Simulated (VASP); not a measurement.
# Al (R-3m) in VASP: relaxation of cell and atoms with PBEsol

Aim: the relaxation of cell and atoms of Al with PBEsol.

All numbers are computed with VASP 6.6.1; they aren't measurements. Logs are shortened: lines on timing, memory, paths and dates and some standing lists are left out, and cuts for length are marked.

## Step 1: The cell of the first run

Symmetry: R-3m, No. 166, trigonal system. The conventional cell has a = 2.851 Å, b = 2.851 Å, c = 20.863 Å, α = 90.00°, β = 90.00°, γ = 120.00°. Within 3.7 Å of Al (site symmetry -3m) lie 12 Al at 2.84 to 2.85 Å. Within 3.7 Å of Al (site symmetry 3m) lie 12 Al at 2.84 to 2.85 Å.

## Step 2: Relaxation of cell and atoms, PBEsol

INCAR reads:

```
SYSTEM = Al
PREC = Accurate ; ENCUT = 500
EDIFF = 1E-7 ; ISMEAR = 0
SIGMA = 0.1 ; LREAL = .FALSE.
LASPH = .TRUE. ; NELM = 120
ALGO = Normal ; ISIF = 3
LWAVE = .FALSE. ; LCHARG = .FALSE.
GGA = PS ; IBRION = 2
NSW = 65 ; EDIFFG = -0.01
GGA_COMPAT = .FALSE. ; NELMIN = 4
```

KPOINTS reads:

```
Automatic mesh
0
G
  18 18 3
  0 0 0
```

POSCAR reads:

```
Al
1.0
    2.8507880184      0.0000000000      0.0000000000
   -1.4253940092      2.4688548448      0.0000000000
    0.0000000000      0.0000000000     20.8633771600
Al
9
Direct
    0.0000000000      0.0000000000      0.0000000000
    0.3333333333      0.6666666667      0.1111111111
    0.0000000000      0.0000000000      0.2222222222
    0.3333333333      0.6666666667      0.3333333333
    0.6666666667      0.3333333333      0.4444444444
    0.3333333333      0.6666666667      0.5555555556
    0.6666666667      0.3333333333      0.6666666667
    0.0000000000      0.0000000000      0.7777777778
    0.6666666667      0.3333333333      0.8888888889
```

Potentials or basis: VASP PAW PBE potentials, release 64 (Al).

Command:

```bash
cat potpaw_PBE.64/Al/POTCAR > POTCAR
mpirun -np 1 vasp_std > vasp.out
```

OUTCAR:

```text
SYSTEM = Al
   PREC = Accurate
   ENCUT = 500
   EDIFF = 1E-7
   ISMEAR = 0
   LREAL = .FALSE.
   LASPH = .TRUE.
   NELM = 120
   ISIF = 3
   GGA = PS
   IBRION = 2
   NSW = 65
   EDIFFG = -0.01
   NELMIN = 4

 ion  position               nearest neighbor table
   1  0.000  0.000  0.000-   2 2.84   9 2.84   9 2.84   2 2.84   9 2.84   2 2.84
   2  0.333  0.667  0.111-   1 2.84   3 2.84   1 2.84   3 2.84   1 2.84   3 2.84
   3  0.000  0.000  0.222-   4 2.84   2 2.84   4 2.84   2 2.84   4 2.84   2 2.84
   4  0.333  0.667  0.333-   3 2.84   5 2.84   5 2.84   3 2.84   3 2.84   5 2.84
   5  0.667  0.333  0.444-   4 2.84   4 2.84   4 2.84   6 2.84   6 2.84   6 2.84
   6  0.333  0.667  0.556-   7 2.84   7 2.84   7 2.84   5 2.84   5 2.84   5 2.84
   7  0.667  0.333  0.667-   8 2.84   6 2.84   6 2.84   8 2.84   8 2.84   6 2.84
   8  0.000  0.000  0.778-   7 2.84   9 2.84   7 2.84   9 2.84   7 2.84   9 2.84
   9  0.667  0.333  0.889-   1 2.84   8 2.84   1 2.84   8 2.84   1 2.84   8 2.84

  LATTYP: Found a hexagonal cell.
 ALAT       =     2.8507880184
 C/A-ratio  =     7.3184596769

  Lattice vectors:

 A1 = (   2.8507880184,   0.0000000000,   0.0000000000)
 A2 = (  -1.4253940092,   2.4688548448,   0.0000000000)
 A3 = (   0.0000000000,   0.0000000000,  20.8633771600)

Analysis of symmetry for initial positions (statically):
=====================================================================
 Subroutine PRICEL returns following result:

  LATTYP: Found a trigonal (rhomboedric) cell.
 ALAT       =     7.1465724761
 COS(alpha) =     0.9204382643

  Lattice vectors:

 A1 = (  -1.4253940091,   0.8229516149,  -6.9544590526)
 A2 = (   1.4253940089,   0.8229516151,  -6.9544590547)
 A3 = (   0.0000000001,  -1.6459032299,  -6.9544590526)

   3 primitive cells build up your supercell.

 Routine SETGRP: Setting up the symmetry group for a
 hexagonal supercell.

 Subroutine GETGRP returns: Found 12 space group operations
 (whereof 12 operations were pure point group operations)
 out of a pool of 24 trial point group operations.

The static configuration has the point symmetry D_3d.

Analysis of symmetry for dynamics (positions and initial velocities):
=====================================================================
 Subroutine PRICEL returns following result:

  LATTYP: Found a trigonal (rhomboedric) cell.
 ALAT       =     7.1465724761
 COS(alpha) =     0.9204382643

  Lattice vectors:

 A1 = (  -1.4253940091,   0.8229516149,  -6.9544590526)
 A2 = (   1.4253940089,   0.8229516151,  -6.9544590547)
 A3 = (   0.0000000001,  -1.6459032299,  -6.9544590526)

   3 primitive cells build up your supercell.

 Routine SETGRP: Setting up the symmetry group for a
 hexagonal supercell.

 Subroutine GETGRP returns: Found 12 space group operations
 (whereof 12 operations were pure point group operations)
 out of a pool of 24 trial point group operations.

The dynamic configuration has the point symmetry D_3d.

 Subroutine INISYM returns: Found 12 space group operations
 (whereof 12 operations are pure point group operations),
 and found     3 'primitive' translations

----------------------------------------------------------------------------------------

                                     Primitive cell

  volume of cell :      48.9467

  direct lattice vectors                    reciprocal lattice vectors
    -1.425394009  0.822951615 -6.954459053    -0.350780203  0.202523045 -0.047930879
     1.425394009  0.822951615 -6.954459055     0.350780203  0.202523045 -0.047930879
     0.000000000 -1.645903230 -6.954459053    -0.000000000 -0.405046089 -0.047930879

  length of vectors
     7.146572476  7.146572478  7.146572476     0.407872166  0.407872166  0.407872166

  position of ions in fractional coordinates (direct lattice)
     0.000000000  0.000000000  0.000000000
     0.222222222  0.222222222  0.222222222
     0.777777778  0.777777778  0.777777778

  ion indices of the primitive-cell ions
   primitive index   ion index
                 1           1
                 2           8
                 3           3

----------------------------------------------------------------------------------------

 KPOINTS: Automatic mesh

Automatic generation of k-mesh.
 Grid dimensions read from file:
 generate k-points for:   18   18    3

 Generating k-lattice:

  Cartesian coordinates                     Fractional coordinates (reciprocal lattice)
     0.019487789  0.011251280  0.000000000     0.055555556 -0.000000000  0.000000000
     0.000000000  0.022502561  0.000000000     0.000000000  0.055555556  0.000000000
     0.000000000  0.000000000  0.015976960     0.000000000  0.000000000  0.333333333

  Length of vectors
     0.022502561  0.022502561  0.015976960

  Shift w.r.t. Gamma in fractional coordinates (k-lattice)
     0.000000000  0.000000000  0.000000000

 Subroutine IBZKPT returns following result:
 ===========================================

 Found    101 irreducible k-points:

 Following reciprocal coordinates:
            Coordinates               Weight
  0.000000  0.000000  0.000000      1.000000
  0.055556 -0.000000  0.000000      6.000000
  0.111111 -0.000000  0.000000      6.000000
  0.166667 -0.000000  0.000000      6.000000
  0.222222  0.000000  0.000000      6.000000
  0.277778 -0.000000  0.000000      6.000000
[... 16 lines left out ...]
  0.333333  0.111111  0.000000     12.000000
  0.388889  0.111111  0.000000     12.000000
 [... further k-points ...]
   k-points           NKPTS =    101   k-points in BZ     NKDIM =    101   number of bands    NBANDS=     18
   number of dos      NEDOS =    301   number of ions     NIONS =      9
   total plane-waves  NPLWV =  92160
   dimension x,y,z NGX =    24 NGY =   24 NGZ =  160
   dimension x,y,z NGXF=    48 NGYF=   48 NGZF=  320
   ions per type =               9
   NGX,Y,Z   is equivalent  to a cutoff of  14.00, 14.00, 12.75 a.u.
   NGXF,Y,Z  is equivalent  to a cutoff of  27.99, 27.99, 25.50 a.u.
 SYSTEM =  Al
   PREC   = accura    normal or accurate (medium, high low for compatibility)
   ISTART =      0    job   : 0-new  1-cont  2-samecut
   ICHARG =      2    charge: 1-file 2-atom 10-const
   ISPIN  =      1    spin polarized calculation?
   LNONCOLLINEAR =      F non collinear calculations
   LSORBIT =      F    spin-orbit coupling
   LASPH  =      T    aspherical Exc in radial PAW
   ENCUT  =  500.0 eV  36.75 Ry    6.06 a.u.   5.20  5.20 38.04*2*pi/ulx,y,z
   NELM   =    120;   NELMIN=  4; NELMDL= -5     # of ELM steps
   EDIFF  = 0.1E-06   stopping-criterion for ELM
   LREAL  =      F    real-space projection
   EDIFFG = -.1E-01   stopping-criterion for IOM
   NSW    =     65    number of steps for IOM
   IBRION =      2    ionic relax: 0-MD 1-quasi-New 2-CG
   NFREE  =      1    steps in history (QN), initial steepest desc. (CG)
   ISIF   =      3    stress and relaxation
   ISYM   =      2    0-nonsym 1-usesym 2-fastsym
   POTIM  = 0.5000    time-step for ionic-motion
   TEBEG  =    0.0;   TEEND  =   0.0 temperature during run
   PSTRESS=    0.0 pullay stress
   NELECT =      27.0000    total number of electrons
   NUPDOWN=      -1.0000    fix difference up-down
   EMIN   =  10.00;   EMAX   =-10.00  energy-range for DOS
   EFERMI =   0.00;   METHOD = LEGACY
   ISMEAR =     0;   SIGMA  =   0.10  broadening in eV -4-tet -1-fermi 0-gaus
   EFERMI_NEDOS =   21; number of points for ismear=-14 and -15
   IALGO  =     38    algorithm
   IMIX   =      4    mixing-type and parameters
     AMIX     =   0.40;   BMIX     =  1.00
     AMIX_MAG =   1.60;   BMIX_MAG =  1.00
  volume/ion in A,a.u.               =      16.32       110.10
  Fermi-wavevector in a.u.,A,eV,Ry     =   0.930924  1.759192 11.791083  0.866620
  Thomas-Fermi vector in A             =   2.057364
   LORBIT       =      0    0 simple, 1 ext, 2 COOP (PROOUT), +10 PAW based schemes
   GGA     = PS    functional components
   LHFCALC =     F    Hartree Fock is set to
   AEXX    =    0.0000 exact exchange contribution
   IVDW    =     0    specifies the selected vdW correction
   LEPSILON=     F    determine dielectric tensor
   LRPA    =     F    only Hartree local field effects (RPA)
 conjugate gradient relaxation of ions
 non-spin polarized calculation
 Gauss-broadening in eV      SIGMA  =   0.10
  energy-cutoff  :      500.00
  volume of cell :      146.84
 maximum number of plane-waves:      3763
 NGX is ok and might be reduce to    24
   NGX = 11   NGY = 11   NGZ = 77

--------------------------------------- Ionic step        1  -------------------------------------------

 number of electron      27.0000000 magnetization

 Free energy of the ion-electron system (eV)
  ---------------------------------------------------
  ext. energy  EPLUGINS =         0.00000000
  ---------------------------------------------------
  free energy    TOTEN  =       -36.65480970 eV

  energy without entropy =      -36.63899326  energy(sigma->0) =      -36.64690148

------------------------ aborting loop because EDIFF is reached ----------------------------------------

  FORCE on cell =-STRESS in cart. coord.  units (eV):
  Direction    XX          YY          ZZ          XY          YZ          ZX
  --------------------------------------------------------------------------------------
  -------------------------------------------------------------------------------------
  Total       -0.5985885     -0.5985885      0.8551514     -0.0000000      0.0000000     -0.0000000
  in kB       -6.5312129     -6.5312129      9.3305775     -0.0000000      0.0000000     -0.0000000
  external PRESSURE =      -1.2439495 kB  Pullay stress =       0.0000000 kB
[... 157 lines left out ...]
  energy  without entropy=      -36.6483978394  energy(sigma->0) =      -36.65583348

--------------------------------------- Ionic step        5  -------------------------------------------

 number of electron      27.0000000 magnetization

 Free energy of the ion-electron system (eV)
  ---------------------------------------------------
  ext. energy  EPLUGINS =         0.00000000
  ---------------------------------------------------
  free energy    TOTEN  =       -36.66351946 eV

  energy without entropy =      -36.64863417  energy(sigma->0) =      -36.65607681

 E-fermi :   8.0437     XC(G=0): -10.3001

 val. band max:        8.0250587053   @ k =   0.3333  -0.0000   0.0000
 cond. band min:       8.0444938242   @ k =  -0.0556   0.3333   0.3333
 fundamental gap:      0.0194351189
 Fermi energy:         8.0437201410

 k-point     1 :       0.0000    0.0000    0.0000
  band No.  band energies     occupation
      1      -3.1406      2.00000
      2      -2.8085      2.00000
      3      -2.8085      2.00000
      4      -1.8158      2.00000
      5      -1.8158      2.00000
      6      -0.1917      2.00000
[... 10 lines left out ...]
     17      16.6726      0.00000
     18      19.0396      0.00000
[... 466 lines left out ...]
      2       2.1608      2.00000
      3       2.1612      2.00000
      4       3.1059      2.00000
      5       3.1071      2.00000
      6       4.4229      2.00000
[... 10 lines left out ...]
     17       9.3866      0.00000
     18       9.4638      0.00000

 [... further k-points ...]

------------------------ aborting loop because EDIFF is reached ----------------------------------------

  FORCE on cell =-STRESS in cart. coord.  units (eV):
  Direction    XX          YY          ZZ          XY          YZ          ZX
  --------------------------------------------------------------------------------------
  -------------------------------------------------------------------------------------
  Total       -0.0645972     -0.0645972     -0.0727942     -0.0000000      0.0000000      0.0000000
  in kB       -0.7051324     -0.7051324     -0.7946102     -0.0000000      0.0000000      0.0000000
  external PRESSURE =      -0.7349583 kB  Pullay stress =       0.0000000 kB
[... 24 lines left out ...]
  FREE ENERGIE OF THE ION-ELECTRON SYSTEM (eV)
  ---------------------------------------------------
  free  energy   TOTEN  =       -36.6635194554 eV

  energy  without entropy=      -36.6486341670  energy(sigma->0) =      -36.65607681

 reached required accuracy - stopping structural energy minimisation
```

Run time: 34 min. Hardware: 1 thread of AMD EPYC 9755, shared host; peak memory 0.37 GiB.

Results:

```
Free energy                           : -36.6635 eV
Relaxed volume                        : 16.31 Å³/atom
Relaxed cell                          : a = 2.835 Å, b = 2.835 Å, c = 21.093 Å, α = 90.00°, β = 90.00°, γ = 120.00°
Space group after relaxing (to 0.1 Å) : R-3m (No. 166)
Energy gained by relaxing             : 1.0 meV/atom
Ionic steps                           : 5
Pressure after relaxing               : -0.1 GPa
Largest force after relaxing          : 0.007 eV/Å
```

Forces on the atoms (eV/Å):
```
Al   0.000  0.000  0.000
Al   0.000  0.000 -0.007
Al   0.000  0.000  0.007
Al   0.000  0.000  0.000
Al   0.000  0.000 -0.007
Al   0.000  0.000  0.007
Al   0.000  0.000  0.000
Al   0.000  0.000 -0.007
Al   0.000  0.000  0.007
```

Step by step:
```
step  energy change (eV)  largest force (eV/Å)  pressure (GPa)  volume (Å³)
   1              0.0000                0.0520           -0.12       146.84
   2             -0.0064                0.0325            0.03       146.57
   3             -0.0084                0.0168            0.17       146.33
   4             -0.0085                0.0135            0.20       146.28
   5             -0.0087                0.0067           -0.07       146.78
```

Final structure:
```
CELL_PARAMETERS angstrom
2.83463 0.00000 0.00000
-1.41731 2.45486 0.00000
0.00000 0.00000 21.09261
ATOMIC_POSITIONS crystal
Al 0.00000 0.00000 0.00000
Al 0.33333 0.66667 0.11082
Al 0.00000 0.00000 0.22251
Al 0.33333 0.66667 0.33333
Al 0.66667 0.33333 0.44416
Al 0.33333 0.66667 0.55584
Al 0.66667 0.33333 0.66667
Al 0.00000 0.00000 0.77749
Al 0.66667 0.33333 0.88918
```

Caveat: the highest band is partly filled, so the run has too few bands; the PAW data sets were made with another functional, which shifts forces and pressure a little.
